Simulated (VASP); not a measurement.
Set up this calculation in VASP 6.6.1, as the native input.

```
Task                   : single point
Functional             : PBE
Dispersion             : D3(BJ)
Potentials or basis    : VASP PAW PBE potentials, release 64 (C)
Cutoff                 : 520 eV
k mesh                 : 13 × 13 × 13
Occupations            : fermi-dirac, width 0.05 eV
Spin                   : no spin polarisation
Dipole correction      : no
Further INCAR settings : ALGO = Normal; EDIFF = 1e-06; NBANDS = 11
```

The structure of C lies in POSCAR:

```
C
1.0
    0.0000000000      1.8183469191      1.8183469191
    1.8183469191      0.0000000000      1.8183469191
    1.8183469191      1.8183469191      0.0000000000
C
2
Direct
    0.7500000000      0.7500000000      0.7500000000
    0.5000000000      0.5000000000      0.5000000000
```

One way to write it, as run:

INCAR

```
PREC = Accurate
ENCUT = 520
EDIFF = 1E-6
ISMEAR = -1
SIGMA = 0.05
LREAL = False
LASPH = True
NELM = 100
ALGO = Normal
ISIF = 2
LWAVE = False
LCHARG = False
GGA = PE
IVDW = 12
NBANDS = 11
```

KPOINTS

```
Automatic mesh
0
Gamma
  13 13 13
```

Potentials or basis: VASP PAW PBE potentials, release 64 (C).

The run is started by

```bash
$ cat potpaw_PBE.64/C/POTCAR > POTCAR
$ mpirun -np 1 vasp_std > vasp.out
```

It gave:

- Pressure: -25.5 GPa
- Band gap on the k mesh: 4.02 eV, indirect (least direct gap 5.43 eV)
- Dispersion energy per atom: -0.181 eV

Run time: 4.4 s on 1 thread of Intel(R) Xeon(R) 6975P-C (Granite Rapids), on a shared host, peak memory 0.13 GiB.
